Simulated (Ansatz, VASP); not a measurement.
Two plane-wave programs on Rb3Ti3I

```
Rb Ti I
1.0
     7.41048    0.00000    0.00000
     0.00000    7.41048    0.00000
     0.00000    0.00000    7.46553
Rb Ti I
3 3 1
Cartesian
  3.7052 3.7052 3.7328
  0.0000 3.7052 0.0000
  3.7052 0.0000 0.0000
  3.7052 3.7052 0.0000
  0.0000 0.0000 0.9263
  0.0000 0.0000 6.5393
  0.0000 0.0000 3.7328
```

Alike in both runs: functional PBE; k mesh 3 × 3 × 3; occupations gaussian, width 0.2 eV; collinear spin.

Ansatz relaxed the structure, and its values are those at the end. VASP's run is a single point on that final structure, the one shown.

|  | VASP | Ansatz |
| --- | --- | --- |
| version | VASP 6.6.1 | Ansatz 0.2.0 |
| potentials or method | VASP PAW PBE potentials, release 64 (Rb_sv, Ti_sv, I), cutoff 520 eV | scalar-relativistic, plane waves, PAW |
| valence electrons in the cell | 70 | 80 |

```csv
,VASP,Ansatz,Ansatz less VASP
gap on the k mesh at the Fermi level (eV),none,none,-
pressure (GPa),0.2,0.1,-0.15
rms of the force components (eV/Å),0.323,0.014,-0.3086
net moment per atom (μB),0.53,0.29,-0.243
size of the moment on the site where the two differ most (μB),2.03,2.47,+0.443
```

The net moments are unlike, so the other rows may belong to different states. Site moments also hang on the region over which each program counts them. A gap of «none» marks a metal or a gap that the smearing closes. VASP's potentials hold 70 valence electrons a cell and Ansatz's 80, so a difference there can come from the potentials and not from the codes. Ansatz's warnings: seeded moment not kept.

Neither program's run includes spin-orbit coupling.
